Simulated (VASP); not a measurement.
# Ni (P6_3/mmc) in VASP: a series of runs, part 2 of 2

VASP 6.6.1. Earlier steps stand in the parts before.

## (3) Single point, RPBE, collinear spin, ferromagnetic start

This run uses another cell than the first one, of 11.26 Å³/atom, 1.029 times its volume.

INCAR

```
SYSTEM = Ni
  ALGO = Normal
  EDIFF = 1E-7
  ENCUT = 520
  GGA = RP
  ISIF = 2
  ISMEAR = -1
  ISPIN = 2
  LASPH = .TRUE.
  LCHARG = .FALSE.
  LMAXMIX = 4
  LORBIT = 11
  LREAL = .FALSE.
  LWAVE = .FALSE.
  MAGMOM = 0.739 0.739
  NBANDS = 21
  NELM = 150
  PREC = Accurate
  SIGMA = 0.05
```

KPOINTS

```
k-points
0
G
  23 23 13
  0 0 0
```

POSCAR

```
Ni
1.0
    2.5136489270      0.0000000000      0.0000000000
   -1.2568244635      2.1768838270      0.0000000000
    0.0000000000      0.0000000000      4.1160526146
Ni
2
Direct
    0.3333333333      0.6666666667      0.2500000000
    0.6666666667      0.3333333333      0.7500000000
```

Potentials or basis: VASP PAW PBE potentials, release 64 (Ni).

The run is started by

```bash
> cat potpaw_PBE.64/Ni/POTCAR > POTCAR
> mpirun -np 1 vasp_std > vasp.out
```

OUTCAR:

```text
SYSTEM = Ni
   EDIFF = 1E-7
   ENCUT = 520
   GGA = RP
   ISIF = 2
   ISMEAR = -1
   ISPIN = 2
   LASPH = .TRUE.
   LORBIT = 11
   LREAL = .FALSE.
   NELM = 150
   PREC = Accurate

 ion  position               nearest neighbor table
   1  0.333  0.667  0.250-   2 2.52   2 2.52   2 2.52   2 2.52   2 2.52   2 2.52
   2  0.667  0.333  0.750-   1 2.52   1 2.52   1 2.52   1 2.52   1 2.52   1 2.52

  LATTYP: Found a hexagonal cell.
 ALAT       =     2.5136489270
 C/A-ratio  =     1.6374811018

  Lattice vectors:

 A1 = (   2.5136489270,   0.0000000000,   0.0000000000)
 A2 = (  -1.2568244635,   2.1768838270,   0.0000000000)
 A3 = (   0.0000000000,   0.0000000000,   4.1160526146)

Analysis of symmetry for initial positions (statically):
=====================================================================
 Subroutine PRICEL returns:
 Original cell was already a primitive cell.

 Routine SETGRP: Setting up the symmetry group for a
 hexagonal supercell.

 Subroutine GETGRP returns: Found 24 space group operations
 (whereof 12 operations were pure point group operations)
 out of a pool of 24 trial point group operations.

The static configuration has the point symmetry D_3d.
[... 771 lines left out ...]
      3       7.4446      1.00000
      4       7.4989      1.00000
      5       7.4989      1.00000
      6       7.7701      1.00000
[... 565 lines left out ...]
     20      36.3262      0.00000
     21      36.9157      0.00000

 [... further k-points ...]
[... 5 lines left out ...]
  --------------------------------------------------------------------------------------
  -------------------------------------------------------------------------------------
  Total       -0.0266830     -0.0266830      0.0412646     -0.0000000      0.0000000      0.0000000
  in kB       -1.8981217     -1.8981217      2.9353999     -0.0000000      0.0000000      0.0000000
  external PRESSURE =      -0.2869478 kB  Pullay stress =       0.0000000 kB

 VOLUME and BASIS-vectors are now :
 -----------------------------------------------------------------------------
  energy-cutoff  :      520.00
  volume of cell :       22.52
      direct lattice vectors                 reciprocal lattice vectors
     2.513648927  0.000000000  0.000000000     0.397828030  0.229686120  0.000000000
    -1.256824464  2.176883827  0.000000000     0.000000000  0.459372240  0.000000000
     0.000000000  0.000000000  4.116052615     0.000000000  0.000000000  0.242951219

 POSITION                                       TOTAL-FORCE (eV/Angst)
 -----------------------------------------------------------------------------------
     -0.00000      1.45126      1.02901        -0.000000      0.000000      0.000000
      1.25682      0.72563      3.08704         0.000000     -0.000000      0.000000
 -----------------------------------------------------------------------------------
    total drift:                               -0.000000      0.000000     -0.000000

  FREE ENERGIE OF THE ION-ELECTRON SYSTEM (eV)
  ---------------------------------------------------
  free  energy   TOTEN  =        -9.8712797306 eV

  energy  without entropy=       -9.8330237325  energy(sigma->0) =       -9.85215173

 total charge

# of ion       s       p       d       tot
------------------------------------------
    1        0.481   0.466   8.297   9.244
    2        0.481   0.466   8.297   9.244
--------------------------------------------------
tot          0.961   0.933  16.595  18.489

 magnetization (x)

# of ion       s       p       d       tot
------------------------------------------
    1       -0.005  -0.026   0.692   0.661
    2       -0.005  -0.026   0.692   0.661
--------------------------------------------------
tot         -0.011  -0.052   1.385   1.322
```

OSZICAR:

```text
N       E                     dE             d eps       ncg     rms          rms(c)
DAV:   1     0.970464196953E+02    0.97046E+02   -0.88630E+03 35149   0.133E+03
DAV:   2    -0.619540205559E+01   -0.10324E+03   -0.95310E+02 33543   0.232E+02
DAV:   3    -0.116509036471E+02   -0.54555E+01   -0.52295E+01 37505   0.613E+01
DAV:   4    -0.117164511891E+02   -0.65548E-01   -0.65502E-01 37825   0.637E+00
DAV:   5    -0.117181891648E+02   -0.17380E-02   -0.17379E-02 38056   0.103E+00    0.132E+01
DAV:   6    -0.105372637334E+02    0.11809E+01   -0.68160E+00 38483   0.553E+01    0.881E+00
DAV:   7    -0.989962837246E+01    0.63764E+00   -0.15066E+00 37766   0.228E+01    0.263E+00
DAV:   8    -0.987641778973E+01    0.23211E-01   -0.12120E-02 43659   0.130E+00    0.133E+00
DAV:   9    -0.987219762928E+01    0.42202E-02   -0.73586E-04 52564   0.361E-01    0.375E-01
DAV:  10    -0.987129325604E+01    0.90437E-03   -0.13400E-04 50318   0.205E-01    0.763E-02
DAV:  11    -0.987128400630E+01    0.92497E-05   -0.68140E-05 48032   0.125E-01    0.343E-02
DAV:  12    -0.987128137361E+01    0.26327E-05   -0.57638E-06 47990   0.366E-02    0.226E-02
DAV:  13    -0.987128102622E+01    0.34739E-06   -0.16206E-06 40283   0.146E-02    0.961E-03
DAV:  14    -0.987128004778E+01    0.97844E-06   -0.56313E-08 25878   0.312E-03    0.217E-03
DAV:  15    -0.987127975164E+01    0.29614E-06   -0.28422E-08 19234   0.246E-03    0.527E-04
DAV:  16    -0.987127973058E+01    0.21063E-07   -0.69581E-09 18414   0.791E-04
   1 F= -.98712797E+01 E0= -.98521517E+01  d E =-.382560E-01  mag=     1.2894
```

Run time: 6.3 min. Hardware: 1 thread of Intel Xeon Platinum 8488C (Sapphire Rapids), shared host; peak memory 0.34 GiB.

Results:

```yaml
Free_energy: -9.8713 eV
Pressure: 0.0 GPa
Net_moment: 1.29 μB per cell
Site_moments: Ni +0.66 μB
Valence_electrons_inside_the_program's_atomic_spheres: Ni 9.24
```

Stress tensor (GPa, compression positive):
```
-0.19  0.00  0.00
 0.00 -0.19  0.00
 0.00  0.00  0.29
```

Caveat: the PAW data sets were made with another functional, which shifts forces and pressure a little.

## (4) Relaxation of cell and atoms, RPBE, collinear spin, ferromagnetic start

INCAR

```
SYSTEM = Ni
  PREC = Accurate
  ENCUT = 600
  EDIFF = 1E-7
  ISMEAR = -1
  SIGMA = 0.05
  LREAL = .FALSE.
  LASPH = .TRUE.
  NELM = 150
  ALGO = Normal
  ISIF = 3
  LWAVE = .FALSE.
  LCHARG = .FALSE.
  ISPIN = 2
  MAGMOM = 0.8 0.8
  LORBIT = 11
  LMAXMIX = 4
  GGA = RP
  IBRION = 2
  NSW = 80
  EDIFFG = -0.01
```

KPOINTS

```
Automatic mesh
0
G
  14 14 8
  0 0 0
```

POSCAR

```
Ni
1.0
    2.4917559660      0.0000000000      0.0000000000
   -1.2458779830      2.1579239666      0.0000000000
    0.0000000000      0.0000000000      4.0690374925
Ni
2
Direct
    0.3333333333      0.6666666667      0.2500000000
    0.6666666667      0.3333333333      0.7500000000
```

The run is started by

```bash
> cat potpaw_PBE.64/Ni/POTCAR > POTCAR
> mpirun -np 1 vasp_std > vasp.out
```

It took 6.4 min on 1 thread of AMD EPYC 9R45 (Zen 5), shared host; peak memory 0.17 GiB.

Results (log left out):

```
Free energy                                           : -9.8660 eV
Relaxed volume                                        : 11.26 Å³/atom
Relaxed cell                                          : a = 2.513 Å, b = 2.513 Å, c = 4.117 Å, α = 90.00°, β = 90.00°, γ = 120.00°
Space group after relaxing (to 0.05 Å)                : P6_3/mmc (No. 194)
Energy gained by relaxing                             : 5.4 meV/atom
Ionic steps                                           : 6
Pressure after relaxing                               : 0.1 GPa
Net moment                                            : 1.34 μB per cell
Site moments                                          : Ni +0.68 μB
Valence electrons inside the program's atomic spheres : Ni 9.24
```

Step by step:
| step | energy change (eV) | largest force (eV/Å) | pressure (GPa) | volume (Å³) |
| --- | --- | --- | --- | --- |
| 1 | 0.0000 | 0.0000 | 5.43 | 21.88 |
| 2 | -0.0040 | 0.0000 | -3.88 | 23.08 |
| 3 | -0.0108 | 0.0000 | -0.02 | 22.53 |
| 4 | -0.0108 | 0.0000 | 0.10 | 22.52 |
| 5 | -0.0108 | 0.0000 | 0.11 | 22.52 |
| 6 | -0.0108 | 0.0000 | 0.11 | 22.52 |

Final structure:
```
Ni
1.0
     2.51299    0.00000    0.00000
    -1.25650    2.17632    0.00000
     0.00000    0.00000    4.11728
Ni
2
Direct
  0.33333 0.66667 0.25000
  0.66667 0.33333 0.75000
```

Levels at points of the mesh, in eV from the Fermi level:
Spin up:
| k point | band 8 | band 9 | band 10 | band 11 | band 12 | band 13 | band 14 | band 15 |
| --- | --- | --- | --- | --- | --- | --- | --- | --- |
| (0.00, 0.00, 0.00) | -1.67 | -1.67 | -0.78 | -0.78 | -0.29 | 5.37 | 22.25 | 23.89 |
| (0.50, 0.00, 0.00) | -0.68 | -0.61 | -0.57 | 1.07 | 2.88 | 9.09 | 9.61 | 12.06 |
| (0.00, 0.00, 0.50) | -2.34 | -1.05 | -1.05 | -1.05 | -1.05 | 13.98 | 13.98 | 22.96 |
| (0.50, 0.00, 0.50) | -1.03 | -0.61 | -0.61 | 1.42 | 1.42 | 6.51 | 6.51 | 17.81 |
Spin down:
```tsv
k point	band 7	band 8	band 9	band 10	band 11	band 12
(0.00, 0.00, 0.00)	-1.30	-0.94	-0.94	-0.38	0.00	0.00
(0.50, 0.00, 0.00)	-1.29	0.14	0.18	0.27	1.56	3.28
(0.00, 0.00, 0.50)	-1.62	-1.62	-0.28	-0.28	-0.28	-0.28
(0.50, 0.00, 0.50)	-0.37	-0.37	0.22	0.22	1.56	1.56
```

Caveat: the PAW data sets were made with another functional, which shifts forces and pressure a little.

## (5) Overview

```tsv
task	spin	cell	k mesh	cutoff (eV)	gap on the mesh (eV)	pressure (GPa)	moment (μB)	relaxed volume (Å³/atom)
relaxation of cell and atoms	collinear, antiferromagnetic start	relaxed from a = 2.492, b = 2.492, c = 4.069 Å, angles 90.0, 90.0, 120.0°, 2 atoms	14 × 14 × 8	600	none	0.1	0.00	11.21
single point	collinear, ferromagnetic start	a = 2.514, b = 2.514, c = 4.116 Å, angles 90.0, 90.0, 120.0°, 2 atoms	23 × 23 × 13	520	none	0.0	1.29	-
relaxation of cell and atoms	collinear, ferromagnetic start	relaxed from a = 2.492, b = 2.492, c = 4.069 Å, angles 90.0, 90.0, 120.0°, 2 atoms	14 × 14 × 8	600	none	0.1	1.34	11.26
```

Alike in all rows: level RPBE; potentials or basis VASP PAW PBE potentials, release 64 (Ni); smearing fermi-dirac 0.05 eV.

Caveats: the PAW data sets were made with another functional, which shifts forces and pressure a little.

Total energies depend on the potentials used, so only differences within one code and one set of settings carry meaning.
